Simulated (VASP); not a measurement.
# Re (Fm-3m) in VASP: single point with PBE

Aim: the single point of Re with PBE.

Program: VASP 6.6.1. These are calculated values, not measurements. Logs are shortened: lines on timing, memory, paths and dates and some standing lists are left out, and cuts for length are marked.

## (1) The cell of the first run

The structure is cubic, space group Fm-3m (No. 225). Conventional cell: a = 3.950 Å, b = 3.950 Å, c = 3.950 Å, α = 90.00°, β = 90.00°, γ = 90.00°. Re (site symmetry m-3m) has 12 Re at 2.79 Å within 3.7 Å.

This isn't the form of Re at room conditions, which is hcp.

## (2) Single point, PBE, collinear spin

Input file POSCAR:

```
Re
1.0
    0.0000000000      1.9750000000      1.9750000000
    1.9750000000      0.0000000000      1.9750000000
    1.9750000000      1.9750000000      0.0000000000
Re
1
Direct
    0.0000000000      0.0000000000      0.0000000000
```

Input file INCAR.step1:

```
PREC = Accurate
ENCUT = 520
EDIFF = 1E-6
ISMEAR = -1
SIGMA = 0.1
LREAL = False
LASPH = True
NELM = 150
ALGO = Normal
ISIF = 2
LWAVE = False
LCHARG = True
ISPIN = 2
MAGMOM = 1.5
LMAXMIX = 4
GGA = PE
NBANDS = 14
```

Input file KPOINTS.step1:

```
Automatic mesh
0
Gamma
  17 17 17
```

Input file INCAR.step2:

```
PREC = Accurate
ENCUT = 520
EDIFF = 1E-6
ISMEAR = -5
SIGMA = 0.1
LREAL = False
LASPH = True
NELM = 150
ALGO = Normal
ISIF = 2
LWAVE = False
LCHARG = False
ISPIN = 2
MAGMOM = 1.5
LORBIT = 11
LMAXMIX = 4
GGA = PE
NEDOS = 2001
ICHARG = 11
```

Input file KPOINTS.step2:

```
Automatic mesh
0
Gamma
  26 26 26
```

Potentials or basis: VASP PAW PBE potentials, release 64 (Re).

The run is started by

```bash
$ cat potpaw_PBE.64/Re/POTCAR > POTCAR
$ cp INCAR.step1 INCAR
$ cp KPOINTS.step1 KPOINTS
$ mpirun -np 1 vasp_std > vasp.out
$ cp INCAR.step2 INCAR
$ cp KPOINTS.step2 KPOINTS
$ mpirun -np 1 vasp_std > vasp.out
```

OUTCAR:

```text
PREC = Accurate
   ENCUT = 520
   EDIFF = 1E-6
   ISMEAR = -5
   LREAL = False
   LASPH = True
   NELM = 150
   ISIF = 2
   ISPIN = 2
   LORBIT = 11
   GGA = PE
   ICHARG = 11

 ion  position               nearest neighbor table
   1  0.000  0.000  0.000-

  LATTYP: Found a face centered cubic cell.
 ALAT       =     3.9500000000

  Lattice vectors:

 A1 = (   0.0000000000,   1.9750000000,   1.9750000000)
 A2 = (   1.9750000000,   0.0000000000,   1.9750000000)
 A3 = (   1.9750000000,   1.9750000000,   0.0000000000)

Analysis of symmetry for initial positions (statically):
=====================================================================
 Subroutine PRICEL returns:
 Original cell was already a primitive cell.

 Routine SETGRP: Setting up the symmetry group for a
 face centered cubic supercell.

 Subroutine GETGRP returns: Found 48 space group operations
 (whereof 48 operations were pure point group operations)
 out of a pool of 48 trial point group operations.

The static configuration has the point symmetry O_h .

Analysis of symmetry for dynamics (positions and initial velocities):
=====================================================================
 Subroutine PRICEL returns:
 Original cell was already a primitive cell.

 Routine SETGRP: Setting up the symmetry group for a
 face centered cubic supercell.

 Subroutine GETGRP returns: Found 48 space group operations
 (whereof 48 operations were pure point group operations)
 out of a pool of 48 trial point group operations.

The dynamic configuration has the point symmetry O_h .

Analysis of structural, dynamic, and magnetic symmetry:
=====================================================================
 Subroutine PRICEL returns:
 Original cell was already a primitive cell.

 Routine SETGRP: Setting up the symmetry group for a
 face centered cubic supercell.

 Subroutine GETGRP returns: Found 48 space group operations
 (whereof 48 operations were pure point group operations)
 out of a pool of 48 trial point group operations.

The overall configuration has the point symmetry O_h .

 Subroutine INISYM returns: Found 48 space group operations
 (whereof 48 operations are pure point group operations),
 and found     1 'primitive' translations

----------------------------------------------------------------------------------------

                                     Primitive cell

  volume of cell :      15.4075

  direct lattice vectors                    reciprocal lattice vectors
     0.000000000  1.975000000  1.975000000    -0.253164557  0.253164557  0.253164557
     1.975000000  0.000000000  1.975000000     0.253164557 -0.253164557  0.253164557
     1.975000000  1.975000000  0.000000000     0.253164557  0.253164557 -0.253164557

  length of vectors
     2.793071786  2.793071786  2.793071786     0.438493875  0.438493875  0.438493875

  position of ions in fractional coordinates (direct lattice)
     0.000000000  0.000000000  0.000000000

  ion indices of the primitive-cell ions
   primitive index   ion index
                 1           1

----------------------------------------------------------------------------------------

 KPOINTS: Automatic mesh

Automatic generation of k-mesh.
 Grid dimensions read from file:
 generate k-points for:   26   26   26

 Generating k-lattice:

  Cartesian coordinates                     Fractional coordinates (reciprocal lattice)
    -0.009737098  0.009737098  0.009737098     0.038461538  0.000000000  0.000000000
     0.009737098 -0.009737098  0.009737098     0.000000000  0.038461538  0.000000000
     0.009737098  0.009737098 -0.009737098     0.000000000  0.000000000  0.038461538

  Length of vectors
     0.016865149  0.016865149  0.016865149

  Shift w.r.t. Gamma in fractional coordinates (k-lattice)
     0.000000000  0.000000000  0.000000000

 TETIRR: Found   2360 inequivalent tetrahedra from   105456

 Subroutine IBZKPT returns following result:
 ===========================================

 Found    511 irreducible k-points:

 Following reciprocal coordinates:
            Coordinates               Weight
  0.000000  0.000000  0.000000      1.000000
  0.038462  0.000000  0.000000      8.000000
  0.076923  0.000000  0.000000      8.000000
  0.115385  0.000000  0.000000      8.000000
  0.153846  0.000000  0.000000      8.000000
  0.192308  0.000000  0.000000      8.000000
[... 16 lines left out ...]
  0.346154  0.038462  0.000000     24.000000
  0.384615  0.038462  0.000000     24.000000
 [... further k-points ...]
   k-points           NKPTS =    511   k-points in BZ     NKDIM =    511   number of bands    NBANDS=      8
   number of dos      NEDOS =   2001   number of ions     NIONS =      1
   total plane-waves  NPLWV =  13824
   dimension x,y,z NGX =    24 NGY =   24 NGZ =   24
   dimension x,y,z NGXF=    48 NGYF=   48 NGZF=   48
   ions per type =               1
   NGX,Y,Z   is equivalent  to a cutoff of  14.28, 14.28, 14.28 a.u.
   NGXF,Y,Z  is equivalent  to a cutoff of  28.57, 28.57, 28.57 a.u.
 SYSTEM =  unknown system
   PREC   = accura    normal or accurate (medium, high low for compatibility)
   ISTART =      0    job   : 0-new  1-cont  2-samecut
   ICHARG =     11    charge: 1-file 2-atom 10-const
   ISPIN  =      2    spin polarized calculation?
   LNONCOLLINEAR =      F non collinear calculations
   LSORBIT =      F    spin-orbit coupling
   LASPH  =      T    aspherical Exc in radial PAW
   ENCUT  =  520.0 eV  38.22 Ry    6.18 a.u.   5.19  5.19  5.19*2*pi/ulx,y,z
   NELM   =    150;   NELMIN=  2; NELMDL=  0     # of ELM steps
   EDIFF  = 0.1E-05   stopping-criterion for ELM
   LREAL  =      F    real-space projection
   EDIFFG = 0.1E-04   stopping-criterion for IOM
   NSW    =      0    number of steps for IOM
   IBRION =     -1    ionic relax: 0-MD 1-quasi-New 2-CG
   NFREE  =      0    steps in history (QN), initial steepest desc. (CG)
   ISIF   =      2    stress and relaxation
   ISYM   =      2    0-nonsym 1-usesym 2-fastsym
   POTIM  = 0.5000    time-step for ionic-motion
   TEBEG  =    0.0;   TEEND  =   0.0 temperature during run
   PSTRESS=    0.0 pullay stress
   NELECT =       7.0000    total number of electrons
   NUPDOWN=      -1.0000    fix difference up-down
   EMIN   =  10.00;   EMAX   =-10.00  energy-range for DOS
   EFERMI =   0.00;   METHOD = LEGACY
   ISMEAR =    -5;   SIGMA  =   0.10  broadening in eV -4-tet -1-fermi 0-gaus
   EFERMI_NEDOS =   21; number of points for ismear=-14 and -15
   IALGO  =     38    algorithm
   IMIX   =      4    mixing-type and parameters
     AMIX     =   0.40;   BMIX     =  1.00
     AMIX_MAG =   1.60;   BMIX_MAG =  1.00
  volume/ion in A,a.u.               =      15.41       103.97
  Fermi-wavevector in a.u.,A,eV,Ry     =   1.258531  2.378278 21.550255  1.583899
  Thomas-Fermi vector in A             =   2.392135
   LORBIT       =     11    0 simple, 1 ext, 2 COOP (PROOUT), +10 PAW based schemes
   GGA     = PE    functional components
   LHFCALC =     F    Hartree Fock is set to
   AEXX    =    0.0000 exact exchange contribution
   IVDW    =     0    specifies the selected vdW correction
   LEPSILON=     F    determine dielectric tensor
   LRPA    =     F    only Hartree local field effects (RPA)
 spin polarized calculation
 Fermi weights with tetrahedron method with Bloechl corrections
  energy-cutoff  :      520.00
  volume of cell :       15.41
 maximum number of plane-waves:       431
 NGX is ok and might be reduce to    24

 number of electron       7.0000000 magnetization       0.0000110

 Free energy of the ion-electron system (eV)
  ---------------------------------------------------
  ext. energy  EPLUGINS =         0.00000000
  ---------------------------------------------------
  free energy    TOTEN  =       -12.34996255 eV

  energy without entropy =      -12.34996255  energy(sigma->0) =      -12.34996255

 E-fermi :   7.6046     XC(G=0): -13.4778

 val. band max:        7.6579281676   @ k =   0.3462   0.2308   0.1154
 cond. band min:       7.5183701662   @ k =  -0.1923   0.1923   0.0000
 fundamental gap:     -0.1395580014
 Fermi energy:         7.6046025413

 spin component 1

 k-point     1 :       0.0000    0.0000    0.0000
  band No.  band energies     occupation
      1      -2.2196      1.00000
      2       5.7941      1.00000
      3       5.7941      1.00000
      4       5.7941      1.00000
      5       8.7670      0.00000
      6       8.7670      0.00000
      7      21.4537      0.00000
      8      26.8541      0.00000
[... 243 lines left out ...]
 k-point    24 :       0.3846    0.0385    0.0000
  band No.  band energies     occupation
      1       1.0012      1.00000
      2       5.7527      1.00000
      3       5.9061      1.00000
      4       6.0887      1.00000
      5      10.1509      0.00000
      6      10.5087      0.00000
      7      18.8248      0.00000
      8      22.4179      0.00000

 [... further k-points ...]

 spin component 2

 k-point     1 :       0.0000    0.0000    0.0000
  band No.  band energies     occupation
      1      -2.2196      1.00000
      2       5.7941      1.00000
      3       5.7941      1.00000
      4       5.7941      1.00000
      5       8.7670      0.00000
      6       8.7670      0.00000
      7      21.4537      0.00000
      8      26.8542      0.00000
[... 243 lines left out ...]
 k-point    24 :       0.3846    0.0385    0.0000
  band No.  band energies     occupation
      1       1.0012      1.00000
      2       5.7527      1.00000
      3       5.9061      1.00000
      4       6.0887      1.00000
      5      10.1510      0.00000
      6      10.5087      0.00000
      7      18.8248      0.00000
      8      22.4179      0.00000

 [... further k-points ...]
[... 5 lines left out ...]
  --------------------------------------------------------------------------------------
  -------------------------------------------------------------------------------------
  Total       -1.0083718     -1.0083718     -1.0083718      0.0000000      0.0000000      0.0000000
  in kB     -104.8576186   -104.8576186   -104.8576186      0.0000000      0.0000000      0.0000000
  external PRESSURE =    -104.8576186 kB  Pullay stress =       0.0000000 kB

 VOLUME and BASIS-vectors are now :
 -----------------------------------------------------------------------------
  energy-cutoff  :      520.00
  volume of cell :       15.41
      direct lattice vectors                 reciprocal lattice vectors
     0.000000000  1.975000000  1.975000000    -0.253164557  0.253164557  0.253164557
     1.975000000  0.000000000  1.975000000     0.253164557 -0.253164557  0.253164557
     1.975000000  1.975000000  0.000000000     0.253164557  0.253164557 -0.253164557

 POSITION                                       TOTAL-FORCE (eV/Angst)
 -----------------------------------------------------------------------------------
      0.00000      0.00000      0.00000         0.000000     -0.000000      0.000000
 -----------------------------------------------------------------------------------
    total drift:                                0.000000      0.000000     -0.000000

  FREE ENERGIE OF THE ION-ELECTRON SYSTEM (eV)
  ---------------------------------------------------
  free  energy   TOTEN  =       -12.3499625528 eV

  energy  without entropy=      -12.3499625528  energy(sigma->0) =      -12.34996255

 total charge

# of ion       s       p       d       tot
------------------------------------------
    1        0.602   0.640   4.744   5.986

 magnetization (x)

# of ion       s       p       d       tot
------------------------------------------
    1        0.000   0.000   0.000   0.000
```

Run time: 81 s. Hardware: 1 thread of Intel Xeon Platinum 8488C (Sapphire Rapids), shared host; peak memory 0.23 GiB.

What came out:

```
Net moment                                            : 0.00 μB per cell
Valence electrons inside the program's atomic spheres : Re 5.99
```

Caveat: spin-orbit coupling is left out, which moves the levels of the heavy elements.
